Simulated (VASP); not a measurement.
# WSe2 (P6_3/mmc) in VASP: a series of runs

Runs on WSe2. Level: PBE. Tasks: single point.

Everything below comes from runs of VASP 6.6.1. Logs are shortened: lines on timing, memory, paths and dates and some standing lists are left out, and cuts for length are marked.

**What was measured.**

From “Time-resolved XUV ARPES with tunable 24–33 eV laser pulses at 30 meV resolution”, 2019, pmc:6684652, for a bulk crystal of WSe2: band gap 1.3 eV (indirect).

How close the calculation comes is told below.

**1. The cell of the first run**

It takes space group P6_3/mmc (No. 194, hexagonal). Conventional cell: a = 3.317 Å, b = 3.317 Å, c = 14.459 Å, α = 90.00°, β = 90.00°, γ = 120.00°. Within 3.4 Å of W (site symmetry -6m2) lie 6 Se at 2.55 Å and 6 W at 3.32 Å. Within 3.4 Å of Se (site symmetry 3m) lie 3 W at 2.55 Å and 7 Se at 3.32 to 3.36 Å.

**2. Single point, PBE, collinear spin (22.97 Å³/atom)**

Input file INCAR:

```
ALGO = Normal
EDIFF = 1E-6
ENCUT = 520
GGA = PE
ISIF = 2
ISMEAR = 0
ISPIN = 2
LASPH = True
LCHARG = True
LELF = True
LMAXMIX = 4
LORBIT = 11
LREAL = False
LVHAR = True
LWAVE = False
MAGMOM = 0.05 0.05 0 0 0 0
NBANDS = 39
NELM = 150
PREC = Accurate
SIGMA = 0.05
```

Input file KPOINTS:

```
k-points
0
Gamma
  10 10 2
```

Input file POSCAR:

```
WSe2
1.0
    3.3172954733      0.0000000000      0.0000000000
   -1.6586477366      2.8728621517      0.0000000000
    0.0000000000      0.0000000000     14.4588267382
W Se
2 4
Direct
    0.3333333333      0.6666666667      0.2500000000
    0.6666666667      0.3333333333      0.7500000000
    0.3333333333      0.6666666667      0.6338779602
    0.6666666667      0.3333333333      0.1338779602
    0.3333333333      0.6666666667      0.8661220398
    0.6666666667      0.3333333333      0.3661220398
```

Potentials or basis: VASP PAW PBE potentials, release 64 (W_sv, Se).

Started as:

```
$ cat potpaw_PBE.64/W_sv/POTCAR potpaw_PBE.64/Se/POTCAR > POTCAR
$ mpirun -np 1 vasp_std > vasp.out
```

OUTCAR:

```text
EDIFF = 1E-6
   ENCUT = 520
   GGA = PE
   ISIF = 2
   ISMEAR = 0
   ISPIN = 2
   LASPH = True
   LORBIT = 11
   LREAL = False
   NELM = 150
   PREC = Accurate

 ion  position               nearest neighbor table
   1  0.333  0.667  0.250-   4 2.55   6 2.55   4 2.55   6 2.55   4 2.55   6 2.55
   2  0.667  0.333  0.750-   3 2.55   5 2.55   3 2.55   5 2.55   3 2.55   5 2.55
   3  0.333  0.667  0.634-   2 2.55   2 2.55   2 2.55
   4  0.667  0.333  0.134-   1 2.55   1 2.55   1 2.55
   5  0.333  0.667  0.866-   2 2.55   2 2.55   2 2.55
   6  0.667  0.333  0.366-   1 2.55   1 2.55   1 2.55

  LATTYP: Found a hexagonal cell.
 ALAT       =     3.3172954733
 C/A-ratio  =     4.3586188974

  Lattice vectors:

 A1 = (   3.3172954733,   0.0000000000,   0.0000000000)
 A2 = (  -1.6586477366,   2.8728621517,   0.0000000000)
 A3 = (   0.0000000000,   0.0000000000,  14.4588267382)

Analysis of symmetry for initial positions (statically):
=====================================================================
 Subroutine PRICEL returns:
 Original cell was already a primitive cell.

 Routine SETGRP: Setting up the symmetry group for a
 hexagonal supercell.

 Subroutine GETGRP returns: Found 24 space group operations
 (whereof 12 operations were pure point group operations)
 out of a pool of 24 trial point group operations.

The static configuration has the point symmetry D_3d.
 The point group associated with its full space group is D_6h.

Analysis of symmetry for dynamics (positions and initial velocities):
=====================================================================
 Subroutine PRICEL returns:
 Original cell was already a primitive cell.

 Routine SETGRP: Setting up the symmetry group for a
 hexagonal supercell.

 Subroutine GETGRP returns: Found 24 space group operations
 (whereof 12 operations were pure point group operations)
 out of a pool of 24 trial point group operations.

The dynamic configuration has the point symmetry D_3d.
 The point group associated with its full space group is D_6h.

Analysis of structural, dynamic, and magnetic symmetry:
=====================================================================
 Subroutine PRICEL returns:
 Original cell was already a primitive cell.

 Routine SETGRP: Setting up the symmetry group for a
 hexagonal supercell.

 Subroutine GETGRP returns: Found 24 space group operations
 (whereof 12 operations were pure point group operations)
 out of a pool of 24 trial point group operations.

The overall configuration has the point symmetry D_3d.
 The point group associated with its full space group is D_6h.

 Subroutine INISYM returns: Found 24 space group operations
 (whereof 12 operations are pure point group operations),
 and found     1 'primitive' translations

----------------------------------------------------------------------------------------

                                     Primitive cell

  volume of cell :     137.7945

  direct lattice vectors                    reciprocal lattice vectors
     3.317295473  0.000000000  0.000000000     0.301450386  0.174042461  0.000000000
    -1.658647737  2.872862152  0.000000000     0.000000000  0.348084923  0.000000000
     0.000000000  0.000000000 14.458826738     0.000000000  0.000000000  0.069161905

  length of vectors
     3.317295473  3.317295473 14.458826738     0.348084923  0.348084923  0.069161905

  position of ions in fractional coordinates (direct lattice)
     0.333333333  0.666666667  0.250000000
     0.666666667  0.333333333  0.750000000
     0.333333333  0.666666667  0.633877960
     0.666666667  0.333333333  0.133877960
     0.333333333  0.666666667  0.866122040
     0.666666667  0.333333333  0.366122040

  ion indices of the primitive-cell ions
   primitive index   ion index
                 1           1
                 2           2
                 3           3
                 4           4
                 5           5
[... 31 lines left out ...]
  0.100000 -0.000000  0.000000      6.000000
  0.200000 -0.000000  0.000000      6.000000
  0.300000 -0.000000  0.000000      6.000000
  0.400000 -0.000000  0.000000      6.000000
  0.500000 -0.000000  0.000000      3.000000
[... 16 lines left out ...]
  0.300000  0.100000  0.500000     12.000000
  0.400000  0.100000  0.500000     12.000000
 [... further k-points ...]
   k-points           NKPTS =     28   k-points in BZ     NKDIM =     28   number of bands    NBANDS=     39
   number of dos      NEDOS =    301   number of ions     NIONS =      6
   total plane-waves  NPLWV =  84672
   dimension x,y,z NGX =    28 NGY =   28 NGZ =  108
   dimension x,y,z NGXF=    56 NGYF=   56 NGZF=  216
   ions per type =               2   4
   NGX,Y,Z   is equivalent  to a cutoff of  14.03, 14.03, 12.42 a.u.
   NGXF,Y,Z  is equivalent  to a cutoff of  28.06, 28.06, 24.84 a.u.
 SYSTEM =  unknown system
   PREC   = accura    normal or accurate (medium, high low for compatibility)
   ISTART =      0    job   : 0-new  1-cont  2-samecut
   ICHARG =      2    charge: 1-file 2-atom 10-const
   ISPIN  =      2    spin polarized calculation?
   LNONCOLLINEAR =      F non collinear calculations
   LSORBIT =      F    spin-orbit coupling
   LASPH  =      T    aspherical Exc in radial PAW
   ENCUT  =  520.0 eV  38.22 Ry    6.18 a.u.   6.17  6.17 26.88*2*pi/ulx,y,z
   NELM   =    150;   NELMIN=  2; NELMDL= -5     # of ELM steps
   EDIFF  = 0.1E-05   stopping-criterion for ELM
   LREAL  =      F    real-space projection
   EDIFFG = 0.1E-04   stopping-criterion for IOM
   NSW    =      0    number of steps for IOM
   IBRION =     -1    ionic relax: 0-MD 1-quasi-New 2-CG
   NFREE  =      0    steps in history (QN), initial steepest desc. (CG)
   ISIF   =      2    stress and relaxation
   ISYM   =      2    0-nonsym 1-usesym 2-fastsym
   POTIM  = 0.5000    time-step for ionic-motion
   TEBEG  =    0.0;   TEEND  =   0.0 temperature during run
   PSTRESS=    0.0 pullay stress
   NELECT =      52.0000    total number of electrons
   NUPDOWN=      -1.0000    fix difference up-down
   EMIN   =  10.00;   EMAX   =-10.00  energy-range for DOS
   EFERMI =   0.00;   METHOD = LEGACY
   ISMEAR =     0;   SIGMA  =   0.05  broadening in eV -4-tet -1-fermi 0-gaus
   EFERMI_NEDOS =   21; number of points for ismear=-14 and -15
   IALGO  =     38    algorithm
   IMIX   =      4    mixing-type and parameters
     AMIX     =   0.40;   BMIX     =  1.00
     AMIX_MAG =   1.60;   BMIX_MAG =  1.00
  volume/ion in A,a.u.               =      22.97       154.98
  Fermi-wavevector in a.u.,A,eV,Ry     =   1.183038  2.235617 19.042420  1.399578
  Thomas-Fermi vector in A             =   2.319280
   LORBIT       =     11    0 simple, 1 ext, 2 COOP (PROOUT), +10 PAW based schemes
   GGA     = PE    functional components
   LHFCALC =     F    Hartree Fock is set to
   AEXX    =    0.0000 exact exchange contribution
   IVDW    =     0    specifies the selected vdW correction
   LEPSILON=     F    determine dielectric tensor
   LRPA    =     F    only Hartree local field effects (RPA)
 spin polarized calculation
 Gauss-broadening in eV      SIGMA  =   0.05
  energy-cutoff  :      520.00
  volume of cell :      137.79
 maximum number of plane-waves:      3736
 NGX is ok and might be reduce to    28
   NGX = 13   NGY = 13   NGZ = 53

 number of electron      51.9999993 magnetization       0.0002526

 Free energy of the ion-electron system (eV)
  ---------------------------------------------------
  ext. energy  EPLUGINS =         0.00000000
  ---------------------------------------------------
  free energy    TOTEN  =       -43.25212451 eV

  energy without entropy =      -43.25212451  energy(sigma->0) =      -43.25212451

 E-fermi :   5.1074     XC(G=0):  -9.9123

 val. band max:        4.6811913332   @ k =   0.0000   0.0000   0.0000
 cond. band min:       6.1392389594   @ k =   0.2000   0.2000   0.0000
 fundamental gap:      1.4580476262
 Fermi energy:         5.1073789012

 spin component 1

 k-point     1 :       0.0000    0.0000    0.0000
  band No.  band energies     occupation
      1     -69.4134      1.00000
      2     -69.4134      1.00000
      3     -33.6348      1.00000
      4     -33.6348      1.00000
      5     -33.5303      1.00000
      6     -33.5303      1.00000
[... 973 lines left out ...]
     37      11.9359      0.00000
     38      11.9359      0.00000

 [... further k-points ...]

 spin component 2

 k-point     1 :       0.0000    0.0000    0.0000
  band No.  band energies     occupation
      1     -69.4134      1.00000
      2     -69.4134      1.00000
      3     -33.6348      1.00000
      4     -33.6348      1.00000
      5     -33.5303      1.00000
      6     -33.5303      1.00000
[... 973 lines left out ...]
     37      11.9360      0.00000
     38      11.9360      0.00000

 [... further k-points ...]

 [bands above 38 left out]

------------------------ aborting loop because EDIFF is reached ----------------------------------------

  FORCE on cell =-STRESS in cart. coord.  units (eV):
  Direction    XX          YY          ZZ          XY          YZ          ZX
  --------------------------------------------------------------------------------------
  -------------------------------------------------------------------------------------
  Total        0.4298220      0.4298220      0.4599648      0.0000000      0.0000000     -0.0000000
  in kB        4.9976658      4.9976658      5.3481455      0.0000000      0.0000000     -0.0000000
  external PRESSURE =       5.1144924 kB  Pullay stress =       0.0000000 kB

 VOLUME and BASIS-vectors are now :
 -----------------------------------------------------------------------------
  energy-cutoff  :      520.00
  volume of cell :      137.79
      direct lattice vectors                 reciprocal lattice vectors
     3.317295473  0.000000000  0.000000000     0.301450386  0.174042461  0.000000000
    -1.658647737  2.872862152  0.000000000     0.000000000  0.348084923  0.000000000
     0.000000000  0.000000000 14.458826738     0.000000000  0.000000000  0.069161905

 POSITION                                       TOTAL-FORCE (eV/Angst)
 -----------------------------------------------------------------------------------
     -0.00000      1.91524      3.61471        -0.000000     -0.000000      0.000000
      1.65865      0.95762     10.84412         0.000000      0.000000      0.000000
     -0.00000      1.91524      9.16513        -0.000000     -0.000000     -0.046673
      1.65865      0.95762      1.93572         0.000000      0.000000     -0.046673
     -0.00000      1.91524     12.52311        -0.000000     -0.000000      0.046673
      1.65865      0.95762      5.29370         0.000000      0.000000      0.046673
 -----------------------------------------------------------------------------------
    total drift:                               -0.000000      0.000000     -0.000000

  FREE ENERGIE OF THE ION-ELECTRON SYSTEM (eV)
  ---------------------------------------------------
  free  energy   TOTEN  =       -43.2521245144 eV

  energy  without entropy=      -43.2521245144  energy(sigma->0) =      -43.25212451

 total charge

# of ion       s       p       d       tot
------------------------------------------
    1        2.307   6.270   3.353  11.930
    2        2.307   6.270   3.353  11.930
    3        1.474   2.346   0.066   3.887
    4        1.474   2.346   0.066   3.887
    5        1.474   2.346   0.066   3.887
    6        1.474   2.346   0.066   3.887
--------------------------------------------------
tot         10.511  21.924   6.972  39.408

 magnetization (x)

# of ion       s       p       d       tot
------------------------------------------
    1        0.000   0.000  -0.000  -0.000
    2        0.000   0.000  -0.000  -0.000
    3       -0.000  -0.000   0.000  -0.000
    4       -0.000  -0.000   0.000  -0.000
    5       -0.000  -0.000   0.000  -0.000
    6       -0.000  -0.000   0.000  -0.000
--------------------------------------------------
tot         -0.000  -0.000  -0.000  -0.000
```

It took 11 min on 1 thread of Oxide Virtual Turin-like, shared host; peak memory 0.43 GiB.

Results:

| Quantity | Value |
| --- | --- |
| Free energy | -43.2521 eV |
| Pressure | 0.5 GPa |
| Largest force | 0.047 eV/Å |
| Band gap on the k mesh | 1.46 eV (least direct gap 1.80 eV) |
| Net moment | 0.00 μB per cell |
| Valence electrons inside the program's atomic spheres | W 11.93; Se 3.89 |

Forces on the atoms (eV/Å):
```
W    0.000  0.000  0.000
W    0.000  0.000  0.000
Se   0.000  0.000 -0.047
Se   0.000  0.000 -0.047
Se   0.000  0.000  0.047
Se   0.000  0.000  0.047
```

Caveat: spin-orbit coupling is left out, which moves the levels of the heavy elements; this functional lacks dispersion, which binds layers or chains, so the pressure and a relaxed spacing across them are unreliable.

**3. Single point, PBE, collinear spin (23.33 Å³/atom)**

This run uses another cell than the first one, of 23.33 Å³/atom.

INCAR: that of step 2 with these lines changed.

```diff
@@ -8,4 +8,3 @@
 LASPH = True
-LCHARG = True
-LELF = True
+LCHARG = False
 LMAXMIX = 4
@@ -13,3 +12,2 @@
 LREAL = False
-LVHAR = True
 LWAVE = False
```

KPOINTS is that of step 2.

Input file POSCAR:

```
WSe2
1.0
    3.3181558606      0.0000000000      0.0000000000
   -1.6590779303      2.8736072690      0.0000000000
    0.0000000000      0.0000000000     14.6807156353
W Se
2 4
Direct
    0.3333333333      0.6666666667      0.2500000000
    0.6666666667      0.3333333333      0.7500000000
    0.3333333333      0.6666666667      0.6356493092
    0.6666666667      0.3333333333      0.1356493092
    0.3333333333      0.6666666667      0.8643506908
    0.6666666667      0.3333333333      0.3643506908
```

Potentials or basis: VASP PAW PBE potentials, release 64 (W_sv, Se).

Started as:

```
$ cat potpaw_PBE.64/W_sv/POTCAR potpaw_PBE.64/Se/POTCAR > POTCAR
$ mpirun -np 1 vasp_std > vasp.out
```

It took 9 min on 1 thread of Oxide Virtual Turin-like, shared host; peak memory 0.44 GiB.

Results (log left out):

```
Free energy                                           : -43.2544 eV
Pressure                                              : 0.4 GPa
Largest force                                         : 0.048 eV/Å
Band gap on the k mesh                                : 1.51 eV (least direct gap 1.81 eV)
Net moment                                            : 0.00 μB per cell
Valence electrons inside the program's atomic spheres : W 11.93; Se 3.89
```

Forces in eV/Å, atoms in the order of the input:
```
W    0.000  0.000  0.000
W    0.000  0.000  0.000
Se   0.000  0.000 -0.048
Se   0.000  0.000 -0.048
Se   0.000  0.000  0.048
Se   0.000  0.000  0.048
```

Levels at points of the mesh, in eV from the valence-band top:
Spin up:
```tsv
k point	band 24	band 25	band 26	band 27	band 28	band 29
(0.00, 0.00, 0.00)	-1.21	-0.58	0.00	2.91	2.91	2.92
(0.50, 0.00, 0.00)	-0.96	-0.95	-0.91	2.36	2.37	2.66
(0.00, 0.00, 0.50)	-1.22	-0.20	-0.20	2.91	2.91	2.91
(0.50, 0.00, 0.50)	-0.97	-0.93	-0.93	2.37	2.37	2.73
```
Spin down:
```
           k point  band 23  band 24  band 25  band 26  band 27  band 28  band 29  band 30
(0.00, 0.00, 0.00)    -1.21    -1.21    -0.58     0.00     2.91     2.91     2.92     2.92
(0.50, 0.00, 0.00)    -0.99    -0.96    -0.95    -0.91     2.36     2.37     2.66     2.79
(0.00, 0.00, 0.50)    -1.22    -1.22    -0.20    -0.20     2.91     2.91     2.91     2.91
(0.50, 0.00, 0.50)    -0.97    -0.97    -0.93    -0.93     2.37     2.37     2.73     2.73
```

Caveat: spin-orbit coupling is left out, which moves the levels of the heavy elements; this functional lacks dispersion, which binds layers or chains, so the pressure and a relaxed spacing across them are unreliable.

**4. Against experiment**

Step 2. Against the measured gap of WSe2, 1.3 eV (indirect; “Time-resolved XUV ARPES with tunable 24–33 eV laser pulses at 30 meV resolution”, 2019, pmc:6684652), the calculated 1.46 eV is off by +0.16 eV. Spin-orbit coupling on Se, W is left out. The value is that of PBE on a finite k mesh, which can miss the band edges, without temperature or zero-point motion.

Step 3. Against the measured gap of WSe2, 1.3 eV (indirect; “Time-resolved XUV ARPES with tunable 24–33 eV laser pulses at 30 meV resolution”, 2019, pmc:6684652), the calculated 1.51 eV is off by +0.21 eV. Spin-orbit coupling on Se, W is left out. The value is that of PBE on a finite k mesh, which can miss the band edges, without temperature or zero-point motion.
